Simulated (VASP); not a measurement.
# B16HN16 (a cell with a defect) in VASP: a series of runs

Runs on B16HN16 (a cell with a defect). Level: PBE+D3(BJ). Tasks: single point.

All numbers are computed with VASP 6.6.1; they aren't measurements. Logs are shortened: lines on timing, memory, paths and dates and some standing lists are left out, and cuts for length are marked.

## Step 1: The cell of the first run

The cell holds a defect, 33 atoms: a = 6.660 Å, b = 6.660 Å, c = 6.660 Å, α = 97.63°, β = 97.63°, γ = 97.63°.

## Step 2: Single point, PBE+D3(BJ) (with an interstitial atom, then relaxed in part)

Contents of INCAR:

```
SYSTEM = B16HN16
PREC = Accurate ; ENCUT = 520
EDIFF = 1E-6 ; ISMEAR = 0
SIGMA = 0.02 ; LREAL = Auto
LASPH = .TRUE. ; NELM = 80
ALGO = Normal ; ISIF = 2
LWAVE = .FALSE. ; LCHARG = .FALSE.
GGA = PE ; IVDW = 12
NELECT = 130.0 ; NBANDS = 86
```

Contents of KPOINTS:

```
Automatic mesh
0
Gamma
  2 2 2
  0.5 0.5 0.5
```

Contents of POSCAR:

```
B16HN16
1.0
   -5.0122276282      2.8938109704      3.2948837601
    0.0000000000     -5.7876219408      3.2948837600
    5.0122276282      2.8938109704      3.2948837601
B N H
16 16 1
Direct
    0.2463489706      0.7374450973      0.9943689965
    0.4931071708      0.4907479707      0.9943591896
    0.7526522364      0.2481102195      1.0039136782
    0.9932827383      0.7365600178      0.2456460961
    1.0037522089      0.9970435412      1.0039362849
    0.2768859852      0.5209978412      0.2776791190
    0.4918973841      0.2372750541      0.2453308899
    0.7635920388      0.7596515471      0.5153809789
    0.7542770230      0.9986319938      0.2549017069
    0.9931109730      0.4897841954      0.4923294464
    0.2450776493      0.2371220821      0.4920164885
    0.5158840391      0.7602816669      0.7643565137
    0.5150718297      1.0077922929      0.5152081892
    0.7549304132      0.4998146021      0.7551348380
    1.0036697995      0.2480416054      0.7527561260
    0.2552427042      0.9990945799      0.7549537955
    0.5870946010      0.0799363657      0.3377129494
    0.8358865539      0.8317270682      0.3379853152
    0.0645055085      0.5644501313      0.3202544143
    0.3378333448      0.0802027462      0.5875479753
    0.3195900083      0.3082630062      0.3197658894
    0.6187009341      0.8631240662      0.6187040085
    0.8362068989      0.5825677410      0.5878869972
    0.0868064595      0.0807977724      0.8365792585
    0.0799142302      0.3242881920      0.5798089054
    0.3387978910      0.8326818197      0.8370699819
    0.5883753289      0.5832448758      0.8371123468
    0.8362236414      0.0805984935      0.0867629908
    0.8365158726      0.3312809897      0.8366706079
    0.0802691080      0.8243992322      0.0804655604
    0.3216800584      0.5660487077      0.0664887194
    0.5799710102      0.3246024037      0.0804274949
    0.3981088947      0.6414518967      0.4011685315
```

Potentials or basis: VASP PAW PBE potentials, release 64 (B, N, H).

Started as:

```sh
$ cat potpaw_PBE.64/B/POTCAR potpaw_PBE.64/N/POTCAR potpaw_PBE.64/H/POTCAR > POTCAR
$ mpirun -np 1 vasp_std > vasp.out
```

OUTCAR:

```text
SYSTEM = B16HN16
   PREC = Accurate
   ENCUT = 520
   EDIFF = 1E-6
   ISMEAR = 0
   LREAL = Auto
   LASPH = .TRUE.
   NELM = 80
   ISIF = 2
   GGA = PE
   IVDW = 12
   NELECT = 130.0
 IVDW          = 12

 ion  position               nearest neighbor table
   1  0.246  0.737  0.994-  31 1.42  26 1.46  30 1.46
   2  0.493  0.491  0.994-  31 1.42  27 1.46  32 1.46
   3  0.753  0.248  0.004-  32 1.44  28 1.45  29 1.45
   4  0.993  0.737  0.246-  19 1.42  18 1.46  30 1.46
   5  0.004  0.997  0.004-  30 1.44  28 1.45  24 1.45
   6  0.277  0.521  0.278-  33 1.20  31 1.54  21 1.54  19 1.54
   7  0.492  0.237  0.245-  21 1.42  17 1.46  32 1.46
   8  0.764  0.760  0.515-  18 1.45  23 1.45  22 1.45
   9  0.754  0.999  0.255-  17 1.44  18 1.44  28 1.45
  10  0.993  0.490  0.492-  19 1.42  23 1.46  25 1.46
  11  0.245  0.237  0.492-  21 1.42  20 1.46  25 1.46
  12  0.516  0.760  0.764-  26 1.45  27 1.45  22 1.45
[... 18 lines left out ...]
  31  0.322  0.566  0.066-   1 1.42   2 1.42   6 1.54
  32  0.580  0.325  0.080-   3 1.44   2 1.46   7 1.46
  33  0.398  0.641  0.401-   6 1.20

  LATTYP: Found a trigonal (rhomboedric) cell.
 ALAT       =     6.6597917927
 COS(alpha) =    -0.1328444049

  Lattice vectors:

 A1 = (  -5.0122276282,   2.8938109704,   3.2948837601)
 A2 = (   0.0000000000,  -5.7876219408,   3.2948837600)
 A3 = (   5.0122276282,   2.8938109704,   3.2948837601)

Analysis of symmetry for initial positions (statically):
=====================================================================
 Subroutine PRICEL returns:
 Original cell was already a primitive cell.

 Routine SETGRP: Setting up the symmetry group for a
 trigonal (rhombohedral) supercell.

 Subroutine GETGRP returns: Found  1 space group operations
 (whereof  1 operations were pure point group operations)
 out of a pool of 12 trial point group operations.

The static configuration has the point symmetry C_1 .

Analysis of symmetry for dynamics (positions and initial velocities):
=====================================================================
 Subroutine PRICEL returns:
 Original cell was already a primitive cell.

 Routine SETGRP: Setting up the symmetry group for a
 trigonal (rhombohedral) supercell.

 Subroutine GETGRP returns: Found  1 space group operations
 (whereof  1 operations were pure point group operations)
 out of a pool of 12 trial point group operations.

The dynamic configuration has the point symmetry C_1 .

 Subroutine INISYM returns: Found  1 space group operations
 (whereof  1 operations are pure point group operations),
 and found     1 'primitive' translations

----------------------------------------------------------------------------------------

                                     Primitive cell

  volume of cell :     286.7426

  direct lattice vectors                    reciprocal lattice vectors
    -5.012227628  2.893810970  3.294883760    -0.099756044  0.057594179  0.101166948
     0.000000000 -5.787621941  3.294883760     0.000000000 -0.115188358  0.101166948
     5.012227628  2.893810970  3.294883760     0.099756044  0.057594179  0.101166948

  length of vectors
     6.659791793  6.659791793  6.659791793     0.153307238  0.153307238  0.153307238

  position of ions in fractional coordinates (direct lattice)
     0.246348971  0.737445097  0.994368997
     0.493107171  0.490747971  0.994359190
     0.752652236  0.248110219  0.003913678
     0.993282738  0.736560018  0.245646096
     0.003752209  0.997043541  0.003936285
     0.276885985  0.520997841  0.277679119
[... 25 lines left out ...]
     0.579971010  0.324602404  0.080427495
     0.398108895  0.641451897  0.401168531

  ion indices of the primitive-cell ions
   primitive index   ion index
                 1           1
                 2           2
                 3           3
                 4           4
                 5           5
                 6           6
[... 25 lines left out ...]
                32          32
                33          33

----------------------------------------------------------------------------------------

 KPOINTS: Automatic mesh

Automatic generation of k-mesh.
 Grid dimensions read from file:
 generate k-points for:    2    2    2

 Generating k-lattice:

  Cartesian coordinates                     Fractional coordinates (reciprocal lattice)
    -0.049878022  0.028797089  0.050583474     0.500000000  0.000000000  0.000000000
     0.000000000 -0.057594179  0.050583474     0.000000000  0.500000000  0.000000000
     0.049878022  0.028797089  0.050583474     0.000000000  0.000000000  0.500000000

  Length of vectors
     0.076653619  0.076653619  0.076653619

  Shift w.r.t. Gamma in fractional coordinates (k-lattice)
     0.500000000  0.500000000  0.500000000

 Subroutine IBZKPT returns following result:
 ===========================================

 Found      4 irreducible k-points:

 Following reciprocal coordinates:
            Coordinates               Weight
  0.250000  0.250000  0.250000      2.000000
 -0.250000  0.250000  0.250000      2.000000
  0.250000 -0.250000  0.250000      2.000000
  0.250000  0.250000 -0.250000      2.000000
   k-points           NKPTS =      4   k-points in BZ     NKDIM =      4   number of bands    NBANDS=     86
   number of dos      NEDOS =    301   number of ions     NIONS =     33
   total plane-waves  NPLWV = 125000
   dimension x,y,z NGX =    50 NGY =   50 NGZ =   50
   dimension x,y,z NGXF=   100 NGYF=  100 NGZF=  100
   ions per type =              16  16   1
   NGX,Y,Z   is equivalent  to a cutoff of  12.48, 12.48, 12.48 a.u.
   NGXF,Y,Z  is equivalent  to a cutoff of  24.96, 24.96, 24.96 a.u.
 SYSTEM =  B16HN16
   PREC   = accura    normal or accurate (medium, high low for compatibility)
   ISTART =      0    job   : 0-new  1-cont  2-samecut
   ICHARG =      2    charge: 1-file 2-atom 10-const
   ISPIN  =      1    spin polarized calculation?
   LNONCOLLINEAR =      F non collinear calculations
   LSORBIT =      F    spin-orbit coupling
   LASPH  =      T    aspherical Exc in radial PAW
   ENCUT  =  520.0 eV  38.22 Ry    6.18 a.u.  12.38 12.38 12.38*2*pi/ulx,y,z
   NELM   =     80;   NELMIN=  2; NELMDL= -5     # of ELM steps
   EDIFF  = 0.1E-05   stopping-criterion for ELM
   LREAL  =      T    real-space projection
   EDIFFG = 0.1E-04   stopping-criterion for IOM
   NSW    =      0    number of steps for IOM
   IBRION =     -1    ionic relax: 0-MD 1-quasi-New 2-CG
   NFREE  =      0    steps in history (QN), initial steepest desc. (CG)
   ISIF   =      2    stress and relaxation
   ISYM   =      2    0-nonsym 1-usesym 2-fastsym
   POTIM  = 0.5000    time-step for ionic-motion
   TEBEG  =    0.0;   TEEND  =   0.0 temperature during run
   PSTRESS=    0.0 pullay stress
   NELECT =     130.0000    total number of electrons
   NUPDOWN=      -1.0000    fix difference up-down
   EMIN   =  10.00;   EMAX   =-10.00  energy-range for DOS
   EFERMI =   0.00;   METHOD = LEGACY
   ISMEAR =     0;   SIGMA  =   0.02  broadening in eV -4-tet -1-fermi 0-gaus
   EFERMI_NEDOS =   21; number of points for ismear=-14 and -15
   IALGO  =     38    algorithm
   IMIX   =      4    mixing-type and parameters
     AMIX     =   0.40;   BMIX     =  1.00
     AMIX_MAG =   1.60;   BMIX_MAG =  1.00
  volume/ion in A,a.u.               =       8.69        58.64
  Fermi-wavevector in a.u.,A,eV,Ry     =   1.257646  2.376607 21.519984  1.581674
  Thomas-Fermi vector in A             =   2.391295
   LORBIT       =      0    0 simple, 1 ext, 2 COOP (PROOUT), +10 PAW based schemes
   GGA     = PE    functional components
   LHFCALC =     F    Hartree Fock is set to
   AEXX    =    0.0000 exact exchange contribution
   IVDW    =    12    specifies the selected vdW correction
   LEPSILON=     F    determine dielectric tensor
   LRPA    =     F    only Hartree local field effects (RPA)
 non-spin polarized calculation
 Gauss-broadening in eV      SIGMA  =   0.02
  energy-cutoff  :      520.00
  volume of cell :      286.74
 maximum number of plane-waves:      7728
 NGX is ok and might be reduce to    50
   NGX = 25   NGY = 25   NGZ = 25

 number of electron     129.9999991 magnetization

 Free energy of the ion-electron system (eV)
  ---------------------------------------------------
  ext. energy  EPLUGINS =         0.00000000
  ---------------------------------------------------
  free energy    TOTEN  =      -278.33697147 eV

  energy without entropy =     -278.33697147  energy(sigma->0) =     -278.33697147

 E-fermi :   3.7437     XC(G=0): -10.2601

 val. band max:        3.5870981098   @ k =   0.2500   0.2500   0.2500
 cond. band min:       7.0787441717   @ k =   0.2500  -0.2500   0.2500
 fundamental gap:      3.4916460619
 Fermi energy:         3.7437375165

 k-point     1 :       0.2500    0.2500    0.2500
  band No.  band energies     occupation
      1     -15.3100      2.00000
      2     -14.3072      2.00000
      3     -14.3072      2.00000
      4     -14.2808      2.00000
      5     -14.0134      2.00000
      6     -14.0131      2.00000
[... 69 lines left out ...]
     76       9.5054      0.00000
     77      10.1760      0.00000

 k-point     2 :      -0.2500    0.2500    0.2500
  band No.  band energies     occupation
      1     -15.1617      2.00000
      2     -14.8587      2.00000
      3     -14.4501      2.00000
      4     -14.3126      2.00000
      5     -13.4776      2.00000
      6     -13.4271      2.00000
[... 69 lines left out ...]
     76       9.7242      0.00000
     77       9.7504      0.00000

 k-point     3 :       0.2500   -0.2500    0.2500
  band No.  band energies     occupation
      1     -15.1617      2.00000
      2     -14.8587      2.00000
      3     -14.4501      2.00000
      4     -14.3127      2.00000
      5     -13.4774      2.00000
      6     -13.4269      2.00000
[... 69 lines left out ...]
     76       9.7233      0.00000
     77       9.7506      0.00000

 k-point     4 :       0.2500    0.2500   -0.2500
  band No.  band energies     occupation
      1     -15.1618      2.00000
      2     -14.8584      2.00000
      3     -14.4500      2.00000
      4     -14.3128      2.00000
      5     -13.4777      2.00000
      6     -13.4278      2.00000
[... 69 lines left out ...]
     76       9.7268      0.00000
     77       9.7495      0.00000
 [bands above 77 left out]

------------------------ aborting loop because EDIFF is reached ----------------------------------------

 Edisp (eV)   -4.67095

 E8    (eV) :    -1.3635

  FORCE on cell =-STRESS in cart. coord.  units (eV):
  Direction    XX          YY          ZZ          XY          YZ          ZX
  --------------------------------------------------------------------------------------
  -------------------------------------------------------------------------------------
  Total       7.14153     7.21176    11.63881    -0.03252    -0.03200    -0.03136
  in kB      39.90336    40.29577    65.03197    -0.18168    -0.17877    -0.17521
  external pressure =       48.41 kB  Pullay stress =        0.00 kB

 VOLUME and BASIS-vectors are now :
 -----------------------------------------------------------------------------
  energy-cutoff  :      520.00
  volume of cell :      286.74
      direct lattice vectors                 reciprocal lattice vectors
    -5.012227628  2.893810970  3.294883760    -0.099756044  0.057594179  0.101166948
     0.000000000 -5.787621941  3.294883760     0.000000000 -0.115188358  0.101166948
     5.012227628  2.893810970  3.294883760     0.099756044  0.057594179  0.101166948

 POSITION                                       TOTAL-FORCE (eV/Angst)
 -----------------------------------------------------------------------------------
      3.74925     -0.67765      6.51782         0.006259      0.004753     -0.002784
      2.51239      1.46418      6.51799         0.009671      0.003436     -0.005519
     -3.75285      0.75339      3.31029         0.004872     -0.003660      0.003360
     -3.74733     -0.67771      6.50901        -0.000967     -0.003974     -0.012928
      0.00092     -5.74826      3.31048        -0.001924      0.003662      0.001687
      0.00398     -1.41053      3.54385        -0.003459     -0.007556     -0.015652
[... 25 lines left out ...]
     -2.50383      0.03239      3.24546        -0.006630      0.002781      0.002048
      0.01534     -1.39952      4.74704        -0.004699     -0.005466      0.017170
 -----------------------------------------------------------------------------------
    total drift:                                0.000037      0.005521      0.004336

  FREE ENERGIE OF THE ION-ELECTRON SYSTEM (eV)
  ---------------------------------------------------
  free  energy   TOTEN  =      -283.0079187624 eV

  energy  without entropy=     -283.0079187624  energy(sigma->0) =     -283.00791876
```

Run time: 4.4 min. Hardware: 1 thread of AMD EPYC 7R13, shared host; peak memory 0.34 GiB.

Results:

| Quantity | Value |
| --- | --- |
| Free energy | -283.0079 eV |
| Largest force | 0.019 eV/Å |
| Dispersion energy per atom | -0.142 eV |

Forces in eV/Å, atoms in the order of the input:
```
B    0.006  0.005 -0.003
B    0.010  0.003 -0.006
B    0.005 -0.004  0.003
B   -0.001 -0.004 -0.013
B   -0.002  0.004  0.002
B   -0.003 -0.008 -0.016
B   -0.002  0.000 -0.012
B   -0.003  0.000  0.006
B   -0.002  0.000  0.009
B   -0.006  0.002 -0.007
B   -0.002 -0.006 -0.006
B    0.004  0.006 -0.002
B   -0.004 -0.002  0.001
B   -0.002  0.002  0.004
B   -0.007 -0.004 -0.004
B    0.003 -0.004  0.007
N    0.000  0.004  0.008
N    0.003 -0.003  0.002
N    0.004  0.007  0.016
N    0.004  0.007  0.000
N    0.004 -0.002  0.017
N    0.005  0.001  0.010
N    0.007 -0.001 -0.005
N    0.005  0.000 -0.004
N    0.005  0.005  0.004
N   -0.006 -0.004 -0.010
N   -0.007 -0.002 -0.009
N   -0.001 -0.002 -0.009
N    0.003  0.005 -0.003
N   -0.002 -0.004  0.003
N   -0.006  0.001 -0.003
N   -0.007  0.003  0.002
H   -0.005 -0.005  0.017
```

Levels at points of the mesh, in eV from the Fermi level:
```tsv
k point	band 63	band 64	band 65	band 66	band 67	band 68
(0.25, 0.25, 0.25)	-2.04	-2.03	-0.16	3.46	3.46	3.58
```

Caveat: the cell carries a net charge on a neutralising background, which shifts energy and pressure; the cell differs from its parent crystal (with an interstitial atom, then relaxed in part); the cell is charged against a uniform background, so pressure and absolute levels hang on convention.

[end of part 1 of 2]
